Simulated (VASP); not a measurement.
# SbW (CsCl type) (Pm-3m) in VASP: a series of runs

The runs below take SbW (CsCl type) through single point, relaxation of cell and atoms, with PBE.

Program: VASP 6.6.1. These are calculated values, not measurements. Logs are shortened: lines on timing, memory, paths and dates and some standing lists are left out, and cuts for length are marked.

### Step 1. The cell of the first run

It takes space group Pm-3m (No. 221, cubic). The conventional cell has a = 3.238 Å, b = 3.238 Å, c = 3.238 Å, α = 90.00°, β = 90.00°, γ = 90.00°. W (site symmetry m-3m) has 8 Sb at 2.80 Å and 6 W at 3.24 Å within 3.7 Å. Sb (site symmetry m-3m) has 8 W at 2.80 Å and 6 Sb at 3.24 Å within 3.7 Å.

### Step 2. Single point, PBE (16.98 Å³/atom)

Contents of INCAR:

```
SYSTEM = SbW
ALGO = Normal
EDIFF = 1E-6
ENCUT = 520
GGA = PE
ISIF = 2
ISMEAR = -1
LASPH = .True.
LCHARG = .False.
LREAL = .False.
LWAVE = .False.
NBANDS = 16
NELM = 100
PREC = Accurate
SIGMA = 0.08
```

Contents of KPOINTS:

```
k-points
0
Gamma
  12 12 12
  0 0 0
```

Contents of POSCAR:

```
SbW
1.0
    3.2382828660      0.0000000000      0.0000000000
    0.0000000000      3.2382828660      0.0000000000
    0.0000000000      0.0000000000      3.2382828660
W Sb
1 1
Direct
    0.0000000000      0.0000000000      0.0000000000
    0.5000000000      0.5000000000      0.5000000000
```

Potentials or basis: VASP PAW PBE potentials, release 64 (W_sv, Sb).

Started as:

```bash
> cat potpaw_PBE.64/W_sv/POTCAR potpaw_PBE.64/Sb/POTCAR > POTCAR
> mpirun -np 1 vasp_std > vasp.out
```

OUTCAR:

```text
SYSTEM = SbW
   EDIFF = 1E-6
   ENCUT = 520
   GGA = PE
   ISIF = 2
   ISMEAR = -1
   LASPH = .True.
   LREAL = .False.
   NELM = 100
   PREC = Accurate

 ion  position               nearest neighbor table
   1  0.000  0.000  0.000-   2 2.80   2 2.80   2 2.80   2 2.80   2 2.80   2 2.80   2 2.80   2 2.80

   2  0.500  0.500  0.500-   1 2.80   1 2.80   1 2.80   1 2.80   1 2.80   1 2.80   1 2.80   1 2.80

  LATTYP: Found a simple cubic cell.
 ALAT       =     3.2382828660

  Lattice vectors:

 A1 = (   3.2382828660,   0.0000000000,   0.0000000000)
 A2 = (   0.0000000000,   3.2382828660,   0.0000000000)
 A3 = (   0.0000000000,   0.0000000000,   3.2382828660)

Analysis of symmetry for initial positions (statically):
=====================================================================
 Subroutine PRICEL returns:
 Original cell was already a primitive cell.

 Routine SETGRP: Setting up the symmetry group for a
 simple cubic supercell.

 Subroutine GETGRP returns: Found 48 space group operations
 (whereof 48 operations were pure point group operations)
 out of a pool of 48 trial point group operations.

The static configuration has the point symmetry O_h .

Analysis of symmetry for dynamics (positions and initial velocities):
=====================================================================
 Subroutine PRICEL returns:
 Original cell was already a primitive cell.

 Routine SETGRP: Setting up the symmetry group for a
 simple cubic supercell.

 Subroutine GETGRP returns: Found 48 space group operations
 (whereof 48 operations were pure point group operations)
 out of a pool of 48 trial point group operations.

The dynamic configuration has the point symmetry O_h .

 Subroutine INISYM returns: Found 48 space group operations
 (whereof 48 operations are pure point group operations),
 and found     1 'primitive' translations

----------------------------------------------------------------------------------------

                                     Primitive cell

  volume of cell :      33.9582

  direct lattice vectors                    reciprocal lattice vectors
     3.238282866  0.000000000  0.000000000     0.308805636  0.000000000  0.000000000
     0.000000000  3.238282866  0.000000000     0.000000000  0.308805636  0.000000000
     0.000000000  0.000000000  3.238282866     0.000000000  0.000000000  0.308805636

  length of vectors
     3.238282866  3.238282866  3.238282866     0.308805636  0.308805636  0.308805636

  position of ions in fractional coordinates (direct lattice)
     0.000000000  0.000000000  0.000000000
     0.500000000  0.500000000  0.500000000

  ion indices of the primitive-cell ions
   primitive index   ion index
                 1           1
                 2           2

----------------------------------------------------------------------------------------

 KPOINTS: k-points

Automatic generation of k-mesh.
 Grid dimensions read from file:
 generate k-points for:   12   12   12

 Generating k-lattice:

  Cartesian coordinates                     Fractional coordinates (reciprocal lattice)
     0.025733803  0.000000000  0.000000000     0.083333333  0.000000000  0.000000000
     0.000000000  0.025733803  0.000000000     0.000000000  0.083333333  0.000000000
     0.000000000  0.000000000  0.025733803     0.000000000  0.000000000  0.083333333

  Length of vectors
     0.025733803  0.025733803  0.025733803

  Shift w.r.t. Gamma in fractional coordinates (k-lattice)
     0.000000000  0.000000000  0.000000000

 Subroutine IBZKPT returns following result:
 ===========================================

 Found     84 irreducible k-points:

 Following reciprocal coordinates:
            Coordinates               Weight
  0.000000  0.000000  0.000000      1.000000
  0.083333  0.000000  0.000000      6.000000
  0.166667  0.000000  0.000000      6.000000
  0.250000  0.000000  0.000000      6.000000
  0.333333  0.000000  0.000000      6.000000
  0.416667  0.000000  0.000000      6.000000
[... 16 lines left out ...]
  0.333333  0.333333  0.000000     12.000000
  0.416667  0.333333  0.000000     24.000000
 [... further k-points ...]
   k-points           NKPTS =     84   k-points in BZ     NKDIM =     84   number of bands    NBANDS=     16
   number of dos      NEDOS =    301   number of ions     NIONS =      2
   total plane-waves  NPLWV =  13824
   dimension x,y,z NGX =    24 NGY =   24 NGZ =   24
   dimension x,y,z NGXF=    48 NGYF=   48 NGZF=   48
   ions per type =               1   1
   NGX,Y,Z   is equivalent  to a cutoff of  12.32, 12.32, 12.32 a.u.
   NGXF,Y,Z  is equivalent  to a cutoff of  24.64, 24.64, 24.64 a.u.
 SYSTEM =  SbW
   PREC   = accura    normal or accurate (medium, high low for compatibility)
   ISTART =      0    job   : 0-new  1-cont  2-samecut
   ICHARG =      2    charge: 1-file 2-atom 10-const
   ISPIN  =      1    spin polarized calculation?
   LNONCOLLINEAR =      F non collinear calculations
   LSORBIT =      F    spin-orbit coupling
   LASPH  =      T    aspherical Exc in radial PAW
   ENCUT  =  520.0 eV  38.22 Ry    6.18 a.u.   6.02  6.02  6.02*2*pi/ulx,y,z
   NELM   =    100;   NELMIN=  2; NELMDL= -5     # of ELM steps
   EDIFF  = 0.1E-05   stopping-criterion for ELM
   LREAL  =      F    real-space projection
   EDIFFG = 0.1E-04   stopping-criterion for IOM
   NSW    =      0    number of steps for IOM
   IBRION =     -1    ionic relax: 0-MD 1-quasi-New 2-CG
   NFREE  =      0    steps in history (QN), initial steepest desc. (CG)
   ISIF   =      2    stress and relaxation
   ISYM   =      2    0-nonsym 1-usesym 2-fastsym
   POTIM  = 0.5000    time-step for ionic-motion
   TEBEG  =    0.0;   TEEND  =   0.0 temperature during run
   PSTRESS=    0.0 pullay stress
   NELECT =      19.0000    total number of electrons
   NUPDOWN=      -1.0000    fix difference up-down
   EMIN   =  10.00;   EMAX   =-10.00  energy-range for DOS
   EFERMI =   0.00;   METHOD = LEGACY
   ISMEAR =    -1;   SIGMA  =   0.08  broadening in eV -4-tet -1-fermi 0-gaus
   EFERMI_NEDOS =   21; number of points for ismear=-14 and -15
   IALGO  =     38    algorithm
   IMIX   =      4    mixing-type and parameters
     AMIX     =   0.40;   BMIX     =  1.00
     AMIX_MAG =   1.60;   BMIX_MAG =  1.00
  volume/ion in A,a.u.               =      16.98       114.58
  Fermi-wavevector in a.u.,A,eV,Ry     =   1.348998  2.549236 24.759816  1.819795
  Thomas-Fermi vector in A             =   2.476621
   LORBIT       =      0    0 simple, 1 ext, 2 COOP (PROOUT), +10 PAW based schemes
   GGA     = PE    functional components
   LHFCALC =     F    Hartree Fock is set to
   AEXX    =    0.0000 exact exchange contribution
   IVDW    =     0    specifies the selected vdW correction
   LEPSILON=     F    determine dielectric tensor
   LRPA    =     F    only Hartree local field effects (RPA)
 non-spin polarized calculation
  energy-cutoff  :      520.00
  volume of cell :       33.96
 maximum number of plane-waves:       931
   NGX = 13   NGY = 13   NGZ = 13

 number of electron      18.9999997 magnetization

 Free energy of the ion-electron system (eV)
  ---------------------------------------------------
  ext. energy  EPLUGINS =         0.00000000
  ---------------------------------------------------
  free energy    TOTEN  =       -15.61555128 eV

  energy without entropy =      -15.58347510  energy(sigma->0) =      -15.59951319

 E-fermi :  12.8458     XC(G=0): -12.7991

 val. band max:       12.8116752947   @ k =   0.5000   0.2500   0.0833
 cond. band min:      12.8543281301   @ k =   0.5000   0.4167   0.1667
 fundamental gap:      0.0426528354
 Fermi energy:        12.8458018417

 k-point     1 :       0.0000    0.0000    0.0000
  band No.  band energies     occupation
      1     -60.9695      2.00000
      2     -25.1733      2.00000
      3     -25.1733      2.00000
      4     -25.1733      2.00000
      5      -1.2199      2.00000
      6       9.5077      2.00000
[... 8 lines left out ...]
     15      22.9521      0.00000
     16      22.9521      0.00000

 k-point     2 :       0.0833    0.0000    0.0000
  band No.  band energies     occupation
      1     -60.9690      2.00000
      2     -25.1869      2.00000
      3     -25.1718      2.00000
      4     -25.1718      2.00000
      5      -1.0998      2.00000
      6       9.3626      2.00000
[... 8 lines left out ...]
     15      22.3687      0.00000
     16      23.2155      0.00000

 k-point     3 :       0.1667    0.0000    0.0000
  band No.  band energies     occupation
      1     -60.9678      2.00000
      2     -25.2238      2.00000
      3     -25.1677      2.00000
      4     -25.1677      2.00000
      5      -0.7451      2.00000
      6       8.7320      2.00000
[... 8 lines left out ...]
     15      21.2798      0.00000
     16      24.1956      0.00000

 k-point     4 :       0.2500    0.0000    0.0000
  band No.  band energies     occupation
      1     -60.9662      2.00000
      2     -25.2738      2.00000
      3     -25.1621      2.00000
      4     -25.1621      2.00000
      5      -0.1732      2.00000
      6       7.5447      2.00000
[... 8 lines left out ...]
     15      20.7909      0.00000
     16      25.6989      0.00000
[... 324 lines left out ...]
 k-point    22 :       0.5000    0.2500    0.0000
  band No.  band energies     occupation
      1     -60.9594      2.00000
      2     -25.3578      2.00000
      3     -25.2478      2.00000
      4     -25.1446      2.00000
      5       2.2042      2.00000
      6       5.4355      2.00000
[... 8 lines left out ...]
     15      20.4074      0.00000
     16      23.9492      0.00000

 k-point    23 :       0.3333    0.3333    0.0000
  band No.  band energies     occupation
      1     -60.9594      2.00000
      2     -25.3044      2.00000
      3     -25.3009      2.00000
      4     -25.1453      2.00000
      5       1.7747      2.00000
      6       6.8377      2.00000
[... 8 lines left out ...]
     15      22.1046      0.00000
     16      23.8767      0.00000

 k-point    24 :       0.4167    0.3333    0.0000
  band No.  band energies     occupation
      1     -60.9582      2.00000
      2     -25.3378      2.00000
      3     -25.2976      2.00000
      4     -25.1425      2.00000
      5       2.1926      2.00000
      6       6.5046      2.00000
[... 8 lines left out ...]
     15      21.5736      0.00000
     16      23.8504      0.00000

 [... further k-points ...]

------------------------ aborting loop because EDIFF is reached ----------------------------------------

  FORCE on cell =-STRESS in cart. coord.  units (eV):
  Direction    XX          YY          ZZ          XY          YZ          ZX
  --------------------------------------------------------------------------------------
  -------------------------------------------------------------------------------------
  Total        3.8328656      3.8328656      3.8328656      0.0000000      0.0000000      0.0000000
  in kB      180.8380570    180.8380570    180.8380570      0.0000000      0.0000000      0.0000000
  external PRESSURE =     180.8380570 kB  Pullay stress =       0.0000000 kB

 VOLUME and BASIS-vectors are now :
 -----------------------------------------------------------------------------
  energy-cutoff  :      520.00
  volume of cell :       33.96
      direct lattice vectors                 reciprocal lattice vectors
     3.238282866  0.000000000  0.000000000     0.308805636  0.000000000  0.000000000
     0.000000000  3.238282866  0.000000000     0.000000000  0.308805636  0.000000000
     0.000000000  0.000000000  3.238282866     0.000000000  0.000000000  0.308805636

 POSITION                                       TOTAL-FORCE (eV/Angst)
 -----------------------------------------------------------------------------------
      0.00000      0.00000      0.00000         0.000000      0.000000      0.000000
      1.61914      1.61914      1.61914         0.000000      0.000000      0.000000
 -----------------------------------------------------------------------------------
    total drift:                                0.000000      0.000000      0.000000

  FREE ENERGIE OF THE ION-ELECTRON SYSTEM (eV)
  ---------------------------------------------------
  free  energy   TOTEN  =       -15.6155512754 eV

  energy  without entropy=      -15.5834750996  energy(sigma->0) =      -15.59951319
```

It took 9.3 s on 1 thread of Intel Xeon 6975P-C (Granite Rapids), shared host; peak memory 0.17 GiB.

Results:

| Property | Result |
| --- | --- |
| Free energy | -15.6156 eV |
| Pressure | 18.1 GPa |
| Band gap on the k mesh | zero (an odd number of electrons rules out a gap without spin polarisation) |

Caveat: the cell stands under pressure; spin-orbit coupling is left out, which moves the levels of the heavy elements.

(Part 1 of 2 ends here.)

The gap in the log of VASP goes by the Fermi energy; the results here count the filled bands.